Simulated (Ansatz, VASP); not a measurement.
## TiB2 in VASP and in Ansatz

```
Ti B
1.0
     3.02563    0.00000    0.00000
    -1.51281    2.62027    0.00000
     0.00000    0.00000    3.22351
Ti B
1 2
Direct
  0.00000 0.00000 0.00000
  0.33333 0.66667 0.50000
  0.66667 0.33333 0.50000
```

Alike in both runs: functional r2SCAN; k mesh 15 × 15 × 12; occupations fermi-dirac, width 0.15 eV; no spin polarisation.

Ansatz relaxed the structure, and its values are those at the end. VASP's run is a single point on that final structure, the one shown.

```csv
,VASP,Ansatz
version,VASP 6.6.1,Ansatz 0.2.0
potentials or method,"VASP PAW PBE potentials, release 64 (Ti_sv, B), cutoff 520 eV","scalar-relativistic, plane waves, PAW"
valence electrons in the cell,18,18
```

VASP gave:

```
gap on the k mesh at the Fermi level (eV) : none
pressure (GPa)                            : 0.7
```

Estimate Ansatz's values.

gap on the k mesh at the Fermi level (eV): none; pressure (GPa): 0.0.

VASP's potentials were made for PBE, not for r2SCAN. A gap of «none» marks a metal or a gap that the smearing closes.
